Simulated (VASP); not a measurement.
The system is EuS.

```
Eu S
1.0
     0.00000    2.95851    2.95851
     2.95851    0.00000    2.95851
     2.95851    2.95851    0.00000
Eu S
1 1
Direct
  0.00000 0.00000 0.00000
  0.50000 0.50000 0.50000
```

Base run:

| Property | Result |
| --- | --- |
| Program | VASP 6.6.1 |
| Functional | BLYP |
| Potentials or basis | VASP PAW PBE potentials, release 64 (Eu, S) |
| Cutoff | 600 eV |
| k mesh | 8 × 8 × 8 |
| Occupations | fermi-dirac, width 0.05 eV |
| Spin | collinear spin, ferromagnetic start |
| Starting moments | [7.0, 0.0] μB |

Its results: band gap on the k mesh zero (filled and empty bands overlap); pressure 1.6 GPa; net moment 6.97 μB per cell; site moments Eu +6.60; S -0.05 μB.

Problem. The run is repeated on the same cell with these changes: functional from BLYP to PBEsol; dispersion from none to D3(BJ). What comes out?

Solution. Band gap on the k mesh zero (filled and empty bands overlap); pressure -7.2 GPa; net moment 6.97 μB per cell; site moments Eu +6.58; S -0.07 μB.

Several settings changed at once.

Caveats: the PAW data sets were made with another functional, which shifts forces and pressure a little; spin-orbit coupling is left out, which moves the levels of the heavy elements; a cell with one magnetic atom can't hold antiferromagnetic order, which such compounds often take; semilocal functionals describe open f shells poorly, which spoils levels, moments and volumes; the cell stands under tension (at least some runs).
